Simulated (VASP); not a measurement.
Wanted: the native input for a VASP 6.6.1 run.

```
Task                   : single point
Functional             : PBE
Potentials or basis    : VASP PAW PBE potentials, release 64 (Au)
Cutoff                 : 520 eV
k mesh                 : 11 × 11 × 11
Occupations            : gaussian, width 0.028 eV
Spin                   : no spin polarisation
Dipole correction      : no
Further INCAR settings : ALGO = Normal; EDIFF = 1e-07; NBANDS = 12
```

The structure of Au lies in POSCAR:

```
Au
1.0
    0.0000000000      2.0350000000      2.0350000000
    2.0350000000      0.0000000000      2.0350000000
    2.0350000000      2.0350000000      0.0000000000
Au
1
Direct
    0.0000000000      0.0000000000      0.0000000000
```

The input as run:

INCAR

```
PREC = Accurate ; ENCUT = 520
EDIFF = 1E-7 ; ISMEAR = 0
SIGMA = 0.028000000000000004 ; LREAL = F
LASPH = T ; NELM = 80
ALGO = Normal ; ISIF = 2
LWAVE = F ; LCHARG = F
GGA = PE ; NBANDS = 12
```

KPOINTS

```
regular mesh
0
Gamma
  11 11 11
```

Potentials or basis: VASP PAW PBE potentials, release 64 (Au).

Run with:

```bash
$ cat potpaw_PBE.64/Au/POTCAR > POTCAR
$ mpirun -np 1 vasp_std > vasp.out
```

Results of the run:

| Quantity | Value |
| --- | --- |
| Pressure | 10.5 GPa |

Wall time 6.4 s on 1 thread of Intel(R) Xeon(R) 6975P-C (Granite Rapids) (shared host), peak memory 0.14 GiB.
